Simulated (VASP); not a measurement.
ZnCd3Se2S2:

```
Zn Cd Se S
1.0
     4.71452    0.00000    0.00000
    -2.35726    4.08289    0.00000
     0.00000    0.00000    9.43763
Zn Cd Se S
1 3 2 2
Cartesian
  0.0000 0.0000 4.7188
  2.3573 0.0000 0.0000
  -1.1786 2.0414 0.0000
  1.1786 2.0414 0.0000
  0.0000 0.0000 7.7911
  0.0000 0.0000 1.6465
  0.0000 2.7219 4.7188
  2.3573 1.3610 4.7188
```

```yaml
Program: VASP 6.6.1
Task: relaxation of cell and atoms
Functional: PBE
Potentials_or_basis: VASP PAW PBE potentials, release 64 (Zn, Cd, Se, S)
Cutoff: 600 eV
k_mesh: 3 × 3 × 2
Occupations: gaussian, width 0.15 eV
Spin: no spin polarisation
```

At the start: pressure 20.1 GPa; volume 22.71 Å³/atom.

Task: Where does the relaxation end?

Result: Over 16 steps the energy falls by 486.0 meV/atom and the volume is 25.10 Å³/atom (+10.5 %); space group P6/mmm (No. 191, to 0.05 Å).

Step by step:
```tsv
step	energy change (eV)	largest force (eV/Å)	pressure (GPa)	volume (Å³)
1	0.0000	2.0839	20.07	181.66
2	-2.1214	0.2608	-5.84	265.14
3	-2.9939	0.6026	-1.06	226.20
4	-2.9940	0.5869	-1.26	227.15
5	-3.1697	0.7064	-1.25	222.09
6	-3.6951	0.8755	-0.53	206.54
7	-1.8028	4.8538	11.88	173.79
8	-3.7160	1.1017	-0.03	203.04
9	-3.6782	0.1747	3.16	188.42
10	-3.7920	0.9770	0.86	197.24
11	-3.7965	0.8271	1.41	194.60
12	-3.7839	0.6326	0.67	198.31
13	-3.8403	0.1849	0.90	196.39
14	-3.8789	0.1956	-0.31	201.78
15	-3.8794	0.1953	-0.45	202.48
16	-3.8877	0.0468	0.06	200.78
```

Final structure:
```cif
data_structure
_symmetry_space_group_name_H-M 'P 1'
_symmetry_Int_Tables_number 1
_cell_length_a 5.3358
_cell_length_b 5.3358
_cell_length_c 8.1432
_cell_angle_alpha 90.000
_cell_angle_beta 90.000
_cell_angle_gamma 120.000
_cell_volume 200.78
loop_
_atom_site_label
_atom_site_type_symbol
_atom_site_fract_x
_atom_site_fract_y
_atom_site_fract_z
_atom_site_occupancy
Zn1 Zn 0.00000 0.00000 0.50000 1
Cd1 Cd 0.50000 0.00000 0.00000 1
Cd2 Cd 0.00000 0.50000 0.00000 1
Cd3 Cd 0.50000 0.50000 0.00000 1
Se1 Se 0.00000 0.00000 0.79536 1
Se2 Se 0.00000 0.00000 0.20464 1
S1 S 0.33333 0.66667 0.50000 1
S2 S 0.66667 0.33333 0.50000 1
```

Caveat: the k points lie up to 0.45 Å⁻¹ apart in the final cell; the relaxation stopped at a loose force limit of 0.08 eV/Å, so its end isn't a converged minimum.
